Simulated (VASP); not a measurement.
Input of a VASP 6.6.1 run:

INCAR

```
PREC = Accurate
ENCUT = 500
EDIFF = 1E-6
ISMEAR = -1
SIGMA = 0.1
LREAL = F
LASPH = T
NELM = 120
ALGO = Normal
ISIF = 2
LWAVE = F
LCHARG = F
GGA = PE
NBANDS = 16
GGA_COMPAT = F
```

The input KPOINTS:

```
regular mesh
0
Gamma
  4 4 1
```

The input POSCAR:

```
Al
1.0
    2.8567110000      0.0000000000      0.0000000000
   -1.4283560000      2.4739850000      0.0000000000
    0.0000000000      0.0000000000     23.3299800000
Al
5
Direct
    0.0000000000      0.0000000000      0.3000430000
    0.3333330000      0.6666670000      0.4000220000
    0.6666670000      0.3333330000      0.5000000000
    0.0000000000      0.0000000000      0.5999780000
    0.3333330000      0.6666670000      0.6999570000
```

Potentials or basis: VASP PAW PBE potentials, release 64 (Al).

Launch:

```console
$ cat potpaw_PBE.64/Al/POTCAR > POTCAR
$ mpirun -np 1 vasp_std > vasp.out
```

Task: Estimate the largest force.

Result: 0.315 eV/Å.

Forces on the atoms (eV/Å):
```
Al   0.000  0.000  0.115
Al   0.000  0.000  0.315
Al   0.000  0.000  0.000
Al   0.000  0.000 -0.315
Al   0.000  0.000 -0.115
```

Caveat: the k points lie up to 0.63 Å⁻¹ apart.
